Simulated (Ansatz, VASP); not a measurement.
# Two plane-wave programs on AlN

```xyz
4
Lattice="3.1559 0.0000 0.0000 -1.5779 2.7331 0.0000 0.0000 0.0000 5.0586" Properties=species:S:1:pos:R:3 pbc="T T T"
Al   -0.0887    1.8220    0.0087
Al    1.6667    0.9110    2.5380
N     0.0785    1.8220    1.9388
N     1.4995    0.9110    4.4681
```

Change from the starting cell: mode 4 frozen in at -0.088 Å, equal normal strain along x, y and z +0.0083.

Alike in both runs: task single point; functional PBE; k mesh 9 × 9 × 6; occupations gaussian, width 0.05 eV; no spin polarisation.

|  | VASP | Ansatz |
| --- | --- | --- |
| version | VASP 6.6.1 | Ansatz 0.2.0 |
| potentials or method | VASP PAW PBE potentials, release 64 (Al, N), cutoff 520 eV | scalar-relativistic, plane waves, PAW |
| valence electrons in the cell | 16 | 16 |

```csv
,VASP,Ansatz,Ansatz less VASP
gap on the k mesh at the Fermi level (eV),3.74,3.74,-0.006
least direct gap on the mesh (eV),3.74,3.74,-0.006
pressure (GPa),-4.9,-4.7,+0.18
"traceless stress, the component that is largest in VASP (GPa)",-0.62,-0.61,+0.015
rms of the force components (eV/Å),0.223,0.222,-0.0008
```

Atom by atom the forces differ by 0.001 eV/Å (rms over components).
